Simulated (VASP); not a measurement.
# VWC2 (R-3m) in VASP: a series of runs, part 2 of 2

VASP 6.6.1. Earlier steps stand in the parts before.

### 3 Single point, PBE

File INCAR:

```
  ALGO = Normal
  EDIFF = 1E-6
  ENCUT = 520
  GGA = PE
  ISIF = 2
  ISMEAR = -1
  LASPH = True
  LCHARG = True
  LELF = True
  LREAL = False
  LVHAR = True
  LWAVE = False
  NBANDS = 26
  NELM = 60
  PREC = Accurate
  SIGMA = 0.05
```

File KPOINTS:

```
k-points
0
Gamma
  10 10 10
```

File POSCAR:

```
VWC2
1.0
    1.5170411163      0.8758640969      4.9338931930
   -1.5170411163      0.8758640969      4.9338931930
    0.0000000000     -1.7517281937      4.9338931930
W V C
1 1 2
Direct
    0.0000000000      0.0000000000      0.0000000000
    0.5000000000      0.5000000000      0.5000000000
    0.2464940000      0.2464940000      0.2464940000
    0.7535060000      0.7535060000      0.7535060000
```

Potentials or basis: VASP PAW PBE potentials, release 64 (W_sv, V_sv, C).

The run is started by

```console
cat potpaw_PBE.64/W_sv/POTCAR potpaw_PBE.64/V_sv/POTCAR potpaw_PBE.64/C/POTCAR > POTCAR
mpirun -np 1 vasp_std > vasp.out
```

OUTCAR:

```text
EDIFF = 1E-6
   ENCUT = 520
   GGA = PE
   ISIF = 2
   ISMEAR = -1
   LASPH = True
   LREAL = False
   NELM = 60
   PREC = Accurate

 ion  position               nearest neighbor table
   1  0.000  0.000  0.000-   4 2.17   3 2.17   4 2.17   4 2.17   3 2.17   3 2.17   2 3.03   2 3.03
                             2 3.03   2 3.03   2 3.03   2 3.03
   2  0.500  0.500  0.500-   3 2.11   4 2.11   3 2.11   3 2.11   4 2.11   4 2.11   1 3.03   1 3.03
                             1 3.03   1 3.03   1 3.03   1 3.03
   3  0.246  0.246  0.246-   2 2.11   2 2.11   2 2.11   1 2.17   1 2.17   1 2.17
   4  0.754  0.754  0.754-   2 2.11   2 2.11   2 2.11   1 2.17   1 2.17   1 2.17

  LATTYP: Found a trigonal (rhomboedric) cell.
 ALAT       =     5.2356330758
 COS(alpha) =     0.8320862373

  Lattice vectors:

 A1 = (   1.5170411163,   0.8758640969,   4.9338931930)
 A2 = (  -1.5170411163,   0.8758640969,   4.9338931930)
 A3 = (   0.0000000000,  -1.7517281937,   4.9338931930)

Analysis of symmetry for initial positions (statically):
[... 170 lines left out ...]
  ext. energy  EPLUGINS =         0.00000000
  ---------------------------------------------------
  free energy    TOTEN  =       -40.80831568 eV

  energy without entropy =      -40.78757664  energy(sigma->0) =      -40.79794616

 E-fermi :  11.6692     XC(G=0): -13.5526

 val. band max:       11.6595115180   @ k =  -0.3000   0.4000   0.3000
 cond. band min:      11.6906868366   @ k =  -0.3000   0.2000   0.1000
 fundamental gap:      0.0311753186
 Fermi energy:        11.6691717964

 k-point     1 :       0.0000    0.0000    0.0000
  band No.  band energies     occupation
      1     -63.5039      2.00000
      2     -53.4637      2.00000
      3     -27.8995      2.00000
      4     -27.5261      2.00000
      5     -27.5261      2.00000
      6     -27.2671      2.00000
[... 685 lines left out ...]
     25      17.7496      0.00000
     26      19.2822      0.00000

 [... further k-points ...]
[... 5 lines left out ...]
  --------------------------------------------------------------------------------------
  -------------------------------------------------------------------------------------
  Total       -0.2802009     -0.2802009     -0.3942081      0.0000000     -0.0000000      0.0000000
  in kB      -11.4131360    -11.4131360    -16.0568742      0.0000000     -0.0000000      0.0000000
  external PRESSURE =     -12.9610487 kB  Pullay stress =       0.0000000 kB

 VOLUME and BASIS-vectors are now :
 -----------------------------------------------------------------------------
  energy-cutoff  :      520.00
  volume of cell :       39.33
      direct lattice vectors                 reciprocal lattice vectors
     1.517041116  0.875864097  4.933893193     0.329588957  0.190288273  0.067559901
    -1.517041116  0.875864097  4.933893193    -0.329588957  0.190288273  0.067559901
     0.000000000 -1.751728194  4.933893193     0.000000000 -0.380576547  0.067559901

 POSITION                                       TOTAL-FORCE (eV/Angst)
 -----------------------------------------------------------------------------------
      0.00000      0.00000      0.00000        -0.000000     -0.000000     -0.000000
      0.00000      0.00000      7.40084         0.000000      0.000000     -0.000000
      0.00000      0.00000      3.64853        -0.000000      0.000000      0.082405
      0.00000      0.00000     11.15315        -0.000000     -0.000000     -0.082405
 -----------------------------------------------------------------------------------
    total drift:                               -0.000000     -0.000000      0.000000

  FREE ENERGIE OF THE ION-ELECTRON SYSTEM (eV)
  ---------------------------------------------------
  free  energy   TOTEN  =       -40.8083156831 eV

  energy  without entropy=      -40.7875766440  energy(sigma->0) =      -40.79794616
```

OSZICAR:

```text
N       E                     dE             d eps       ncg     rms          rms(c)
DAV:   1     0.362308652734E+03    0.36231E+03   -0.18658E+04  6048   0.150E+03
DAV:   2    -0.298093263899E+02   -0.39212E+03   -0.37920E+03  6322   0.466E+02
DAV:   3    -0.501350580706E+02   -0.20326E+02   -0.19849E+02  7168   0.104E+02
DAV:   4    -0.505678263698E+02   -0.43277E+00   -0.43037E+00  6790   0.145E+01
DAV:   5    -0.505733510758E+02   -0.55247E-02   -0.55209E-02  7104   0.170E+00    0.445E+01
DAV:   6    -0.478213895656E+02    0.27520E+01   -0.94163E+01  6970   0.642E+01    0.285E+01
DAV:   7    -0.449429289911E+02    0.28785E+01   -0.99866E+01  7058   0.735E+01    0.182E+01
DAV:   8    -0.414171093100E+02    0.35258E+01   -0.10568E+01  6698   0.191E+01    0.103E+01
DAV:   9    -0.408269345236E+02    0.59017E+00   -0.29338E+00  6904   0.108E+01    0.175E+00
DAV:  10    -0.408090009351E+02    0.17934E-01   -0.16524E-01  6670   0.352E+00    0.676E-01
DAV:  11    -0.408082929391E+02    0.70800E-03   -0.90630E-03  6732   0.692E-01    0.420E-01
DAV:  12    -0.408087030990E+02   -0.41016E-03   -0.14805E-03  6336   0.347E-01    0.351E-01
DAV:  13    -0.408083336171E+02    0.36948E-03   -0.24983E-03  6388   0.399E-01    0.549E-02
DAV:  14    -0.408083175366E+02    0.16081E-04   -0.54288E-05  6414   0.711E-02    0.148E-02
DAV:  15    -0.408083164028E+02    0.11338E-05   -0.21198E-05  6416   0.354E-02    0.108E-02
DAV:  16    -0.408083156831E+02    0.71971E-06   -0.21106E-06  3650   0.120E-02
   1 F= -.40808316E+02 E0= -.40797946E+02  d E =-.207390E-01
```

Run time: 13 min. Hardware: 1 thread of AMD EPYC 7R13, shared host; peak memory 0.29 GiB.

What came out:

```
Free energy   : -40.8083 eV
Pressure      : -1.3 GPa
Largest force : 0.082 eV/Å
```

Forces on the atoms (eV/Å):
```
W    0.000  0.000  0.000
V    0.000  0.000  0.000
C    0.000  0.000  0.082
C    0.000  0.000 -0.082
```

Caveat: spin-orbit coupling is left out, which moves the levels of the heavy elements.

### 4 Single point, PBE, collinear spin, ferromagnetic start

File INCAR:

```
  PREC = Accurate
  ENCUT = 520
  EDIFF = 1E-6
  ISMEAR = -1
  SIGMA = 0.05
  LREAL = False
  LASPH = True
  NELM = 150
  ALGO = Normal
  ISIF = 2
  LWAVE = False
  LCHARG = False
  ISPIN = 2
  MAGMOM = 0 -2.14 0 0
  LORBIT = 11
  LMAXMIX = 4
  GGA = PE
  NBANDS = 30
```

File KPOINTS:

```
Automatic mesh
0
Gamma
  10 10 10
```

POSCAR is that of step 3.

The run is started by

```console
cat potpaw_PBE.64/W_sv/POTCAR potpaw_PBE.64/V_sv/POTCAR potpaw_PBE.64/C/POTCAR > POTCAR
mpirun -np 1 vasp_std > vasp.out
```

Run time: 27 min. Hardware: 1 thread of AMD EPYC 7R13, shared host; peak memory 0.41 GiB.

Results (log left out):

* Free energy: -40.8083 eV
* Pressure: -1.3 GPa
* Largest force: 0.083 eV/Å
* Net moment: 0.00 μB per cell
* Valence electrons inside the program's atomic spheres: W 12.11; V 11.67; C 2.43

Forces in eV/Å, atoms in the order of the input:
```
W    0.000  0.000  0.000
V    0.000  0.000  0.000
C    0.000  0.000  0.083
C    0.000  0.000 -0.083
```

Stress tensor (GPa, compression positive):
```
-1.19  0.00  0.00
 0.00 -1.19  0.00
 0.00  0.00 -1.64
```

Levels at points of the mesh, in eV from the Fermi level:
Spin up:
```csv
k point,band 15,band 16,band 17,band 18,band 19,band 20,band 21,band 22
"(0.00, 0.00, 0.00)",-1.82,-1.75,-0.45,-0.45,-0.09,-0.09,-0.04,1.07
"(0.50, 0.00, 0.00)",-4.53,-3.71,-0.85,-0.55,0.89,1.51,2.13,3.03
"(0.50, 0.50, 0.00)",-4.41,-1.82,-1.77,0.69,0.90,0.98,1.63,2.31
"(0.50, 0.50, 0.50)",-3.65,-3.65,-0.56,-0.56,-0.36,-0.36,0.61,1.20
```
Spin down:
| k point | band 15 | band 16 | band 17 | band 18 | band 19 | band 20 | band 21 | band 22 |
| --- | --- | --- | --- | --- | --- | --- | --- | --- |
| (0.00, 0.00, 0.00) | -1.82 | -1.75 | -0.45 | -0.45 | -0.09 | -0.09 | -0.04 | 1.07 |
| (0.50, 0.00, 0.00) | -4.53 | -3.71 | -0.85 | -0.55 | 0.89 | 1.51 | 2.13 | 3.03 |
| (0.50, 0.50, 0.00) | -4.41 | -1.82 | -1.77 | 0.69 | 0.90 | 0.98 | 1.63 | 2.31 |
| (0.50, 0.50, 0.50) | -3.65 | -3.65 | -0.56 | -0.56 | -0.36 | -0.36 | 0.61 | 1.20 |

Caveat: spin-orbit coupling is left out, which moves the levels of the heavy elements.

### 5 Single point, PBE, collinear spin, ferromagnetic start

File INCAR:

```
SYSTEM = VWC2
PREC = Accurate ; ENCUT = 520
EDIFF = 1E-6 ; ISMEAR = -1
SIGMA = 0.05 ; LREAL = .False.
LASPH = .True. ; NELM = 150
ALGO = Normal ; ISIF = 2
LWAVE = .False. ; LCHARG = .False.
ISPIN = 2 ; MAGMOM = 0 4 0 0
LORBIT = 11 ; NUPDOWN = 4.0
LMAXMIX = 4 ; GGA = PE
NBANDS = 30
```

File KPOINTS:

```
Automatic mesh
0
Gamma
  9 9 9
  0 0 0
```

POSCAR is that of step 4.

Potentials or basis: VASP PAW PBE potentials, release 64 (W_sv, V_sv, C).

The run is started by

```console
cat potpaw_PBE.64/W_sv/POTCAR potpaw_PBE.64/V_sv/POTCAR potpaw_PBE.64/C/POTCAR > POTCAR
mpirun -np 1 vasp_std > vasp.out
```

OUTCAR:

```text
SYSTEM = VWC2
   PREC = Accurate
   ENCUT = 520
   EDIFF = 1E-6
   ISMEAR = -1
   LREAL = .False.
   LASPH = .True.
   NELM = 150
   ISIF = 2
   ISPIN = 2
   LORBIT = 11
   NUPDOWN = 4.0
   GGA = PE

 ion  position               nearest neighbor table
   1  0.000  0.000  0.000-   4 2.17   3 2.17   4 2.17   4 2.17   3 2.17   3 2.17   2 3.03   2 3.03
                             2 3.03   2 3.03   2 3.03   2 3.03
   2  0.500  0.500  0.500-   3 2.11   4 2.11   3 2.11   3 2.11   4 2.11   4 2.11   1 3.03   1 3.03
                             1 3.03   1 3.03   1 3.03   1 3.03
   3  0.246  0.246  0.246-   2 2.11   2 2.11   2 2.11   1 2.17   1 2.17   1 2.17
   4  0.754  0.754  0.754-   2 2.11   2 2.11   2 2.11   1 2.17   1 2.17   1 2.17

  LATTYP: Found a trigonal (rhomboedric) cell.
 ALAT       =     5.2356330758
[... 1770 lines left out ...]

 POSITION                                       TOTAL-FORCE (eV/Angst)
 -----------------------------------------------------------------------------------
      0.00000      0.00000      0.00000        -0.000000      0.000000      0.000000
      0.00000      0.00000      7.40084         0.000000      0.000000      0.000000
      0.00000      0.00000      3.64853        -0.000000      0.000000      0.748133
      0.00000      0.00000     11.15315        -0.000000     -0.000000     -0.748133
 -----------------------------------------------------------------------------------
    total drift:                               -0.000000     -0.000000      0.000000

  FREE ENERGIE OF THE ION-ELECTRON SYSTEM (eV)
  ---------------------------------------------------
  free  energy   TOTEN  =       -37.8014649388 eV

  energy  without entropy=      -37.7813763707  energy(sigma->0) =      -37.79142065

 total charge

# of ion       s       p       d       tot
------------------------------------------
    1        2.328   6.382   3.441  12.151
    2        2.237   6.268   3.265  11.770
    3        0.890   1.541   0.000   2.430
    4        0.890   1.541   0.000   2.430
--------------------------------------------------
tot          6.344  15.731   6.706  28.781

 magnetization (x)

# of ion       s       p       d       tot
------------------------------------------
    1        0.015   0.031   0.965   1.012
    2        0.019   0.036   1.854   1.909
    3        0.007   0.201   0.000   0.208
    4        0.007   0.201   0.000   0.208
--------------------------------------------------
tot          0.049   0.469   2.819   3.338
```

OSZICAR:

```text
N       E                     dE             d eps       ncg     rms          rms(c)
DAV:   1     0.365919972693E+03    0.36592E+03   -0.17957E+04 10248   0.130E+03
DAV:   2    -0.238245005442E+02   -0.38974E+03   -0.37355E+03 10744   0.420E+02
DAV:   3    -0.428595609533E+02   -0.19035E+02   -0.18568E+02 11936   0.936E+01
DAV:   4    -0.431340620666E+02   -0.27450E+00   -0.27395E+00 11144   0.114E+01
DAV:   5    -0.431363918844E+02   -0.23298E-02   -0.23296E-02 11744   0.116E+00    0.438E+01
DAV:   6    -0.376095858072E+02    0.55268E+01   -0.16515E+01 12664   0.356E+01    0.125E+01
DAV:   7    -0.378027902006E+02   -0.19320E+00   -0.28734E+00 10986   0.122E+01    0.115E+01
DAV:   8    -0.378150712444E+02   -0.12281E-01   -0.15346E-01 11676   0.255E+00    0.562E+00
DAV:   9    -0.378021397157E+02    0.12932E-01   -0.44942E-02 11298   0.173E+00    0.761E-01
DAV:  10    -0.378039623322E+02   -0.18226E-02   -0.45567E-02 11694   0.126E+00    0.673E-01
DAV:  11    -0.378014096695E+02    0.25527E-02   -0.18149E-02 11412   0.750E-01    0.186E-01
DAV:  12    -0.378014568529E+02   -0.47183E-04   -0.73537E-04 11304   0.214E-01    0.145E-01
DAV:  13    -0.378014644081E+02   -0.75552E-05   -0.66399E-05 11662   0.655E-02    0.166E-02
DAV:  14    -0.378014649388E+02   -0.53073E-06   -0.45799E-06 11034   0.171E-02
   1 F= -.37801465E+02 E0= -.37791421E+02  d E =-.200886E-01  mag=     4.0000
```

Run time: 9.5 min. Hardware: 1 thread of AMD EPYC 7R13, shared host; peak memory 0.37 GiB.

What came out:

```
Free energy                                           : -37.8015 eV
Pressure                                              : 21.6 GPa
Largest force                                         : 0.748 eV/Å
Net moment                                            : 4.00 μB per cell
Site moments                                          : W +1.01; V +1.91; C +0.21 μB
Valence electrons inside the program's atomic spheres : W 12.15; V 11.77; C 2.43
```

Forces on the atoms (eV/Å):
```
W    0.000  0.000  0.000
V    0.000  0.000  0.000
C    0.000  0.000  0.748
C    0.000  0.000 -0.748
```

Stress tensor (GPa, compression positive):
```
22.19  0.00  0.00
 0.00 22.19  0.00
 0.00  0.00 20.48
```

Caveat: spin-orbit coupling is left out, which moves the levels of the heavy elements; the total moment is fixed, so each spin has its own Fermi level.

### 6 Single point, PBE, collinear spin, ferromagnetic start

File INCAR:

```
SYSTEM = VWC2
ALGO     = Normal         ! electronic algorithm
EDIFF    = 1E-7           ! SCF threshold, eV
ENCUT    = 520            ! plane-wave cutoff, eV
GGA      = PE             ! functional
ISIF     = 2              ! what is computed and relaxed
ISMEAR   = -1             ! smearing method
ISPIN    = 2              ! spin polarisation
LASPH    = .True.         ! aspherical terms in the spheres
LCHARG   = .False.        ! write CHGCAR
LMAXMIX  = 4              ! l up to which the mixer works
LORBIT   = 11             ! projections on sites
LREAL    = .False.        ! projectors in reciprocal space
LWAVE    = .False.        ! write WAVECAR
MAGMOM   = 0 2 0 0        ! initial moments
NBANDS   = 30             ! bands
NELM     = 150            ! most SCF steps
NUPDOWN  = 2.0            ! fixed moment
PREC     = Accurate       ! precision mode
SIGMA    = 0.05           ! smearing width, eV
```

File KPOINTS:

```
k-points
0
Gamma
  9 9 9
  0 0 0
```

POSCAR is that of step 5.

Potentials or basis: VASP PAW PBE potentials, release 64 (W_sv, V_sv, C).

The run is started by

```console
cat potpaw_PBE.64/W_sv/POTCAR potpaw_PBE.64/V_sv/POTCAR potpaw_PBE.64/C/POTCAR > POTCAR
mpirun -np 1 vasp_std > vasp.out
```

Run time: 8.6 min. Hardware: 1 thread of Intel Xeon Platinum 8259CL at 2.50GHz (Skylake/Cascade Lake), shared host; peak memory 0.41 GiB.

It converged, with:

| Item | Value |
| --- | --- |
| Free energy | -40.2786 eV |
| Pressure | 5.1 GPa |
| Largest force | 0.433 eV/Å |
| Net moment | 2.00 μB per cell |
| Site moments | W +0.48; V +1.22; C +0.03 μB |
| Valence electrons inside the program's atomic spheres | W 12.11; V 11.70; C 2.43 |

Forces on the atoms (eV/Å):
```
W    0.000  0.000  0.000
V    0.000  0.000  0.000
C    0.000  0.000  0.433
C    0.000  0.000 -0.433
```

Stress tensor (GPa, compression positive):
```
4.99 0.00 0.00
0.00 4.99 0.00
0.00 0.00 5.17
```

Caveat: spin-orbit coupling is left out, which moves the levels of the heavy elements; the total moment is fixed, so each spin has its own Fermi level.

### 7 Overview

```csv
level,spin,fixed moment (μB),k mesh,gap on the mesh (eV),pressure (GPa),moment (μB),largest force (eV/Å)
PBEsol,"collinear, ferromagnetic start",4.0,9 × 9 × 9,-,12.9,4.00,0.73
PBE,off,-,10 × 10 × 10,none,-1.3,-,0.08
PBE,"collinear, ferromagnetic start",-,10 × 10 × 10,none,-1.3,0.00,0.08
PBE,"collinear, ferromagnetic start",4.0,9 × 9 × 9,-,21.6,4.00,0.75
PBE,"collinear, ferromagnetic start",2.0,9 × 9 × 9,-,5.1,2.00,0.43
```

Alike in all rows: task single point; potentials or basis VASP PAW PBE potentials, release 64 (W_sv, V_sv, C); cell as given; cutoff (eV) 520; smearing fermi-dirac 0.05 eV.

The pressure there spans -1.3 GPa (PBE) to 21.6 GPa (PBE); a positive pressure means that this level wants a larger cell, a negative one a smaller.

Caveats: spin-orbit coupling is left out, which moves the levels of the heavy elements; the total moment is fixed, so each spin has its own Fermi level (some runs); the PAW data sets were made with another functional, which shifts forces and pressure a little (some runs).

Absolute energies hang on the potentials; compare differences alone.
